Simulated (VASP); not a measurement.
Here is a VASP 6.6.1 calculation.

Contents of INCAR:

```
PREC     = Accurate       # precision mode
ENCUT    = 520            # plane-wave cutoff, eV
EDIFF    = 1E-6           # SCF threshold, eV
ISMEAR   = 0              # smearing method
SIGMA    = 0.15           # smearing width, eV
LREAL    = False          # projectors in reciprocal space
LASPH    = True           # aspherical terms in the spheres
NELM     = 60             # most SCF steps
ALGO     = Normal         # electronic algorithm
ISIF     = 2              # what is computed and relaxed
LWAVE    = False          # write WAVECAR
LCHARG   = False          # write CHGCAR
GGA      = PS             # functional
IVDW     = 12             # dispersion correction
NBANDS   = 11             # bands
```

KPOINTS

```
Automatic mesh
0
Gamma
  21 21 12
```

The input POSCAR:

```
C
1.0
    2.4576582469      0.0000000000      0.0000000000
   -1.2288291235      2.1283944757      0.0000000000
    0.0000000000      0.0000000000      3.5294822413
C
2
Direct
    0.3333333333      0.6666666667      0.0000000000
    0.6666666667      0.3333333333      0.0000000000
```

Potentials or basis: VASP PAW PBE potentials, release 64 (C).

Command:

```bash
$ cat potpaw_PBE.64/C/POTCAR > POTCAR
$ mpirun -np 1 vasp_std > vasp.out
```

Estimate the pressure.

0.7 GPa.

Predict the band gap on the k mesh.

zero (band 4 reaches 4.77 eV, above the bottom of band 5 at 3.75 eV).

Predict the dispersion energy per atom.

-0.105 eV.

Stress tensor (GPa, compression positive):
```
 1.09  0.00  0.00
 0.00  1.09  0.00
 0.00  0.00 -0.10
```

Caveat: the PAW data sets were made with another functional, which shifts forces and pressure a little.
